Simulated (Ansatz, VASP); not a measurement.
One calculation of SiO2, two programs

```
Si O
1.0
     0.03577    2.26417    2.26417
     2.26417    0.03577    2.26417
     2.29994    2.29994    0.00000
Si O
1 2
Direct
  0.00000 0.00000 0.00000
  0.25115 0.25115 0.24885
  0.74885 0.74885 0.75115
```

Change from the starting cell: shear_xy strain +3.2%.

Alike in both runs: task single point; functional PBE; k mesh 10 × 10 × 10; occupations fermi-dirac, width 0.02 eV; no spin polarisation.

|  | VASP | Ansatz |
| --- | --- | --- |
| version | VASP 6.6.1 | Ansatz 0.2.0 |
| potentials or method | VASP PAW PBE potentials, release 64 (Si, O) | plane waves, PAW |
| plane-wave cutoff (eV) | 520 | 420 |
| valence electrons in the cell | 16 | 16 |

VASP gave:

```
gap on the k mesh at the Fermi level (eV)                     : 2.08
pressure (GPa)                                                : 10.6
traceless stress, the component that is largest in VASP (GPa) : 3.29
rms of the force components (eV/Å)                            : 0.013
```

Problem. Which values does Ansatz return?

Solution. gap on the k mesh at the Fermi level (eV): 2.11; pressure (GPa): 10.2; traceless stress, the component that is largest in VASP (GPa): 3.38; rms of the force components (eV/Å): 0.012.

Atom by atom the forces differ by 0.001 eV/Å (rms over components).
